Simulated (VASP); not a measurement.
# TiB (F-43m) in VASP: a series of runs, part 2 of 3

VASP 6.6.1. The steps go on from the part before.

**3. Single point, LDA (volume scaled by 1.01)**

INCAR reads:

```
PREC = Accurate
ENCUT = 520
EDIFF = 1E-7
ISMEAR = -1
SIGMA = 0.05
LREAL = F
LASPH = T
NELM = 80
ALGO = Normal
ISIF = 2
LWAVE = F
LCHARG = F
GGA = CA
NBANDS = 14
```

KPOINTS reads:

```
Automatic mesh
0
Gamma
  13 13 13
```

POSCAR reads:

```
TiB
1.0
    0.0000000000      2.1079801177      2.1079801177
    2.1079801177      0.0000000000      2.1079801177
    2.1079801177      2.1079801177      0.0000000000
Ti B
1 1
Direct
    0.7500000000      0.7500000000      0.7500000000
    0.0000000000      0.0000000000      0.0000000000
```

Potentials or basis: VASP PAW LDA potentials, release 64 (Ti_sv, B).

Command:

```console
cat potpaw_LDA.64/Ti_sv/POTCAR potpaw_LDA.64/B/POTCAR > POTCAR
mpirun -np 1 vasp_std > vasp.out
```

OUTCAR:

```text
PREC = Accurate
   ENCUT = 520
   EDIFF = 1E-7
   ISMEAR = -1
   LREAL = F
   LASPH = T
   NELM = 80
   ISIF = 2
   GGA = CA

 ion  position               nearest neighbor table
   1  0.750  0.750  0.750-   2 1.83   2 1.83   2 1.83   2 1.83
   2  0.000  0.000  0.000-   1 1.83   1 1.83   1 1.83   1 1.83

  LATTYP: Found a face centered cubic cell.
 ALAT       =     4.2159602354

  Lattice vectors:

 A1 = (   0.0000000000,   2.1079801177,   2.1079801177)
 A2 = (   2.1079801177,   0.0000000000,   2.1079801177)
 A3 = (   2.1079801177,   2.1079801177,   0.0000000000)

Analysis of symmetry for initial positions (statically):
=====================================================================
 Subroutine PRICEL returns:
 Original cell was already a primitive cell.

 Routine SETGRP: Setting up the symmetry group for a
 face centered cubic supercell.

 Subroutine GETGRP returns: Found 24 space group operations
 (whereof 24 operations were pure point group operations)
 out of a pool of 48 trial point group operations.

The static configuration has the point symmetry T_d .

Analysis of symmetry for dynamics (positions and initial velocities):
=====================================================================
 Subroutine PRICEL returns:
 Original cell was already a primitive cell.

 Routine SETGRP: Setting up the symmetry group for a
 face centered cubic supercell.

 Subroutine GETGRP returns: Found 24 space group operations
 (whereof 24 operations were pure point group operations)
 out of a pool of 48 trial point group operations.

The dynamic configuration has the point symmetry T_d .

 Subroutine INISYM returns: Found 24 space group operations
 (whereof 24 operations are pure point group operations),
 and found     1 'primitive' translations

----------------------------------------------------------------------------------------

                                     Primitive cell

  volume of cell :      18.7340

  direct lattice vectors                    reciprocal lattice vectors
     0.000000000  2.107980118  2.107980118    -0.237193888  0.237193888  0.237193888
     2.107980118  0.000000000  2.107980118     0.237193888 -0.237193888  0.237193888
     2.107980118  2.107980118  0.000000000     0.237193888  0.237193888 -0.237193888

  length of vectors
     2.981134072  2.981134072  2.981134072     0.410831865  0.410831865  0.410831865

  position of ions in fractional coordinates (direct lattice)
     0.750000000  0.750000000  0.750000000
     0.000000000  0.000000000  0.000000000

  ion indices of the primitive-cell ions
   primitive index   ion index
                 1           1
                 2           2

----------------------------------------------------------------------------------------

 KPOINTS: Automatic mesh

Automatic generation of k-mesh.
 Grid dimensions read from file:
 generate k-points for:   13   13   13

 Generating k-lattice:

  Cartesian coordinates                     Fractional coordinates (reciprocal lattice)
    -0.018245684  0.018245684  0.018245684     0.076923077  0.000000000  0.000000000
     0.018245684 -0.018245684  0.018245684     0.000000000  0.076923077  0.000000000
     0.018245684  0.018245684 -0.018245684     0.000000000  0.000000000  0.076923077

  Length of vectors
     0.031602451  0.031602451  0.031602451

  Shift w.r.t. Gamma in fractional coordinates (k-lattice)
     0.000000000  0.000000000  0.000000000

 Subroutine IBZKPT returns following result:
 ===========================================

 Found     84 irreducible k-points:

 Following reciprocal coordinates:
            Coordinates               Weight
  0.000000  0.000000  0.000000      1.000000
  0.076923  0.000000  0.000000      8.000000
  0.153846  0.000000  0.000000      8.000000
  0.230769  0.000000  0.000000      8.000000
  0.307692  0.000000  0.000000      8.000000
  0.384615  0.000000  0.000000      8.000000
[... 16 lines left out ...]
  0.384615  0.153846  0.000000     24.000000
  0.461538  0.153846  0.000000     24.000000
 [... further k-points ...]
   k-points           NKPTS =     84   k-points in BZ     NKDIM =     84   number of bands    NBANDS=     14
   number of dos      NEDOS =    301   number of ions     NIONS =      2
   total plane-waves  NPLWV =  13824
   dimension x,y,z NGX =    24 NGY =   24 NGZ =   24
   dimension x,y,z NGXF=    48 NGYF=   48 NGZF=   48
   ions per type =               1   1
   NGX,Y,Z   is equivalent  to a cutoff of  13.38, 13.38, 13.38 a.u.
   NGXF,Y,Z  is equivalent  to a cutoff of  26.77, 26.77, 26.77 a.u.
 SYSTEM =  unknown system
   PREC   = accura    normal or accurate (medium, high low for compatibility)
   ISTART =      0    job   : 0-new  1-cont  2-samecut
   ICHARG =      2    charge: 1-file 2-atom 10-const
   ISPIN  =      1    spin polarized calculation?
   LNONCOLLINEAR =      F non collinear calculations
   LSORBIT =      F    spin-orbit coupling
   LASPH  =      T    aspherical Exc in radial PAW
   ENCUT  =  520.0 eV  38.22 Ry    6.18 a.u.   5.54  5.54  5.54*2*pi/ulx,y,z
   NELM   =     80;   NELMIN=  2; NELMDL= -5     # of ELM steps
   EDIFF  = 0.1E-06   stopping-criterion for ELM
   LREAL  =      F    real-space projection
   EDIFFG = 0.1E-05   stopping-criterion for IOM
   NSW    =      0    number of steps for IOM
   IBRION =     -1    ionic relax: 0-MD 1-quasi-New 2-CG
   NFREE  =      0    steps in history (QN), initial steepest desc. (CG)
   ISIF   =      2    stress and relaxation
   ISYM   =      2    0-nonsym 1-usesym 2-fastsym
   POTIM  = 0.5000    time-step for ionic-motion
   TEBEG  =    0.0;   TEEND  =   0.0 temperature during run
   PSTRESS=    0.0 pullay stress
   NELECT =      15.0000    total number of electrons
   NUPDOWN=      -1.0000    fix difference up-down
   EMIN   =  10.00;   EMAX   =-10.00  energy-range for DOS
   EFERMI =   0.00;   METHOD = LEGACY
   ISMEAR =    -1;   SIGMA  =   0.05  broadening in eV -4-tet -1-fermi 0-gaus
   EFERMI_NEDOS =   21; number of points for ismear=-14 and -15
   IALGO  =     38    algorithm
   IMIX   =      4    mixing-type and parameters
     AMIX     =   0.40;   BMIX     =  1.00
     AMIX_MAG =   1.60;   BMIX_MAG =  1.00
  volume/ion in A,a.u.               =       9.37        63.21
  Fermi-wavevector in a.u.,A,eV,Ry     =   1.520181  2.872726 31.442403  2.310951
  Thomas-Fermi vector in A             =   2.629067
   LORBIT       =      0    0 simple, 1 ext, 2 COOP (PROOUT), +10 PAW based schemes
   GGA     = CA    functional components
   LHFCALC =     F    Hartree Fock is set to
   AEXX    =    0.0000 exact exchange contribution
   IVDW    =     0    specifies the selected vdW correction
   LEPSILON=     F    determine dielectric tensor
   LRPA    =     F    only Hartree local field effects (RPA)
 non-spin polarized calculation
  energy-cutoff  :      520.00
  volume of cell :       18.73
 maximum number of plane-waves:       531
 NGX is ok and might be reduce to    24
   NGX = 11   NGY = 11   NGZ = 11

 number of electron      15.0000000 magnetization

 Free energy of the ion-electron system (eV)
  ---------------------------------------------------
  ext. energy  EPLUGINS =         0.00000000
  ---------------------------------------------------
  free energy    TOTEN  =       -12.13274545 eV

  energy without entropy =      -12.12534503  energy(sigma->0) =      -12.12904524

 E-fermi :   9.0398     XC(G=0): -12.9531

 val. band max:        9.0241935383   @ k =  -0.3846   0.4615   0.1538
 cond. band min:       9.0558707480   @ k =   0.3846   0.3077   0.0000
 fundamental gap:      0.0316772097
 Fermi energy:         9.0397549111

 k-point     1 :       0.0000    0.0000    0.0000
  band No.  band energies     occupation
      1     -45.1559      2.00000
      2     -21.6299      2.00000
      3     -21.6299      2.00000
      4     -21.6299      2.00000
      5       0.2322      2.00000
      6       7.1585      2.00000
      7       7.1585      2.00000
      8       7.1585      2.00000
      9      12.2633      0.00000
     10      12.2633      0.00000
     11      21.3588      0.00000
     12      21.7088      0.00000
     13      21.7088      0.00000
     14      21.7088      0.00000
[... 375 lines left out ...]
 k-point    24 :       0.4615    0.1538    0.0000
  band No.  band energies     occupation
      1     -45.0359      2.00000
      2     -22.3070      2.00000
      3     -21.8265      2.00000
      4     -21.7879      2.00000
      5       3.7447      2.00000
      6       6.3213      2.00000
      7       7.8190      2.00000
      8       8.3436      2.00000
      9      12.3412      0.00000
     10      13.2636      0.00000
     11      15.0117      0.00000
     12      18.5348      0.00000
     13      19.5359      0.00000
     14      22.5592      0.00000

 [... further k-points ...]
[... 5 lines left out ...]
  --------------------------------------------------------------------------------------
  -------------------------------------------------------------------------------------
  Total       11.8619672     11.8619672     11.8619672      0.0000000      0.0000000      0.0000000
  in kB     1014.4666474   1014.4666474   1014.4666474      0.0000000      0.0000000      0.0000000
  external PRESSURE =    1014.4666474 kB  Pullay stress =       0.0000000 kB

 VOLUME and BASIS-vectors are now :
 -----------------------------------------------------------------------------
  energy-cutoff  :      520.00
  volume of cell :       18.73
      direct lattice vectors                 reciprocal lattice vectors
     0.000000000  2.107980118  2.107980118    -0.237193888  0.237193888  0.237193888
     2.107980118  0.000000000  2.107980118     0.237193888 -0.237193888  0.237193888
     2.107980118  2.107980118  0.000000000     0.237193888  0.237193888 -0.237193888

 POSITION                                       TOTAL-FORCE (eV/Angst)
 -----------------------------------------------------------------------------------
      3.16197      3.16197      3.16197         0.000000      0.000000      0.000000
      0.00000      0.00000      0.00000        -0.000000     -0.000000     -0.000000
 -----------------------------------------------------------------------------------
    total drift:                                0.000001      0.000001      0.000001

  FREE ENERGIE OF THE ION-ELECTRON SYSTEM (eV)
  ---------------------------------------------------
  free  energy   TOTEN  =       -12.1327454539 eV

  energy  without entropy=      -12.1253450282  energy(sigma->0) =      -12.12904524
```

Wall time 14 s (1 thread of AMD EPYC 9R45 (Zen 5), shared host); peak memory 0.11 GiB.

What came out:

```
Free energy : -12.1327 eV
Pressure    : 101.4 GPa
```

Levels at points of the mesh, in eV from the Fermi level:
| k point | band 5 | band 6 | band 7 | band 8 | band 9 | band 10 | band 11 | band 12 |
| --- | --- | --- | --- | --- | --- | --- | --- | --- |
| (0.00, 0.00, 0.00) | -8.81 | -1.88 | -1.88 | -1.88 | 3.22 | 3.22 | 12.32 | 12.67 |

(Continued in part 3 of 3.)
